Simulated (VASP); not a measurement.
Runs of VASP 6.6.1 on W. The structure is that of space group Im-3m (No. 229), or close to it. The cells are those of the table. 

| task | level | potentials or basis | spin | cell | cutoff (eV) | gap on the mesh (eV) | pressure (GPa) |
| --- | --- | --- | --- | --- | --- | --- | --- |
| single point | LDA | VASP PAW LDA potentials, release 64 (W_sv) | off | a = 2.715 Å, angles 109.5°, 1 atom | 520 | none | (a) |
| relaxation of cell and atoms | LDA | VASP PAW LDA potentials, release 64 (W_sv) | off | relaxed from a = 2.737 Å, angles 109.5°, 1 atom | 600 | none | 0.0 |
| single point | PBEsol | VASP PAW PBE potentials, release 64 (W_sv) | non-collinear, zero start, SOC | a = 2.732 Å, angles 109.5°, 1 atom | 520 | - | 1.5 |
| single point | PBE | VASP PAW PBE potentials, release 64 (W_sv) | off | a = 2.757 Å, angles 109.5°, 1 atom | 520 | none | 0.4 |

Alike in all rows: k mesh 24 × 24 × 24; smearing methfessel-paxton 0.1 eV.

Problem. Estimate the missing entries.

Solution. (a) 1.9.

Caveats: spin-orbit coupling is left out, which moves the levels of the heavy elements (at least some runs); the PAW data sets were made with another functional, which shifts forces and pressure a little (at least some runs).

A k mesh can miss the band edges, and rows without SOC leave out spin-orbit coupling on W.

A gap of «none» marks levels without a gap at the run's occupations.
